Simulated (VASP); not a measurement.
Crystal: CsSnI3.

```
CELL_PARAMETERS angstrom
6.20570 0.00000 0.00000
0.00000 6.20570 0.00000
0.00000 0.00000 6.20570
ATOMIC_POSITIONS crystal
Cs 0.00000 0.00000 0.00000
Sn 0.50000 0.50000 0.50000
I 0.00000 0.50000 0.50000
I 0.50000 0.00000 0.50000
I 0.50000 0.50000 0.00000
```

* Program: VASP 6.6.1
* Task: relaxation of cell and atoms
* Functional: PBEsol
* Potentials or basis: VASP PAW PBE potentials, release 64 (Cs_sv, Sn_d, I)
* Cutoff: 600 eV
* k mesh: 6 × 6 × 6
* Occupations: gaussian, width 0.01 eV
* Spin: no spin polarisation

At the start: pressure -0.6 GPa; volume 47.80 Å³/atom.

Where does the relaxation end?

Over 3 steps the energy falls by 2.7 meV/atom and the volume is 46.25 Å³/atom (-3.2 %); space group Pm-3m (No. 221, to 0.1 Å) before and after.

The path:
| step | energy change (eV) | largest force (eV/Å) | pressure (GPa) | volume (Å³) |
| --- | --- | --- | --- | --- |
| 1 | 0.0000 | 0.0000 | -0.57 | 238.99 |
| 2 | -0.0129 | 0.0000 | -0.14 | 233.17 |
| 3 | -0.0137 | 0.0000 | 0.00 | 231.24 |

Final structure:
```
CELL_PARAMETERS angstrom
6.13792 0.00000 0.00000
0.00000 6.13792 0.00000
0.00000 0.00000 6.13792
ATOMIC_POSITIONS crystal
Cs 0.00000 0.00000 0.00000
Sn 0.50000 0.50000 0.50000
I 0.00000 0.50000 0.50000
I 0.50000 0.00000 0.50000
I 0.50000 0.50000 0.00000
```

Caveat: the PAW data sets were made with another functional, which shifts forces and pressure a little.
